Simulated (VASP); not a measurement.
A run of VASP 6.6.1 is set up as follows.

The input INCAR:

```
SYSTEM = SiO2
  PREC = Accurate
  ENCUT = 520
  EDIFF = 1E-6
  ISMEAR = -1
  SIGMA = 0.05
  LREAL = .False.
  LASPH = .True.
  NELM = 60
  ALGO = Normal
  ISIF = 2
  LWAVE = .False.
  LCHARG = .True.
  GGA = PS
  LELF = .True.
  LVHAR = .True.
  NBANDS = 25
```

KPOINTS

```
Automatic mesh
0
Gamma
  6 6 10
  0 0 0
```

The input POSCAR:

```
SiO2
1.0
    4.1759570002      0.0000000000      0.0000000000
    0.0000000000      4.1759570002      0.0000000000
    0.0000000000      0.0000000000      2.6570919565
Si O
2 4
Direct
    0.0000000000      0.0000000000      0.0000000000
    0.5000000000      0.5000000000      0.5000000000
    0.8068390000      0.1931610000      0.5000000000
    0.3068390000      0.3068390000      0.0000000000
    0.1931610000      0.8068390000      0.5000000000
    0.6931610000      0.6931610000      0.0000000000
```

Potentials or basis: VASP PAW PBE potentials, release 64 (Si, O).

Command:

```sh
$ cat potpaw_PBE.64/Si/POTCAR potpaw_PBE.64/O/POTCAR > POTCAR
$ mpirun -np 1 vasp_std > vasp.out
```

Question: Estimate the band gap on the k mesh.

Answer: 5.71 eV.

Question: What does it give for the largest force?

Answer: 0.292 eV/Å.

Question: Estimate the pressure.

Answer: 7.0 GPa.

Forces on the atoms (eV/Å):
```
Si   0.000  0.000  0.000
Si   0.000  0.000  0.000
O   -0.207  0.207  0.000
O   -0.207 -0.207  0.000
O    0.207 -0.207  0.000
O    0.207  0.207  0.000
```

Caveat: the cell stands under pressure; the PAW data sets were made with another functional, which shifts forces and pressure a little. A k mesh can miss the band edges.
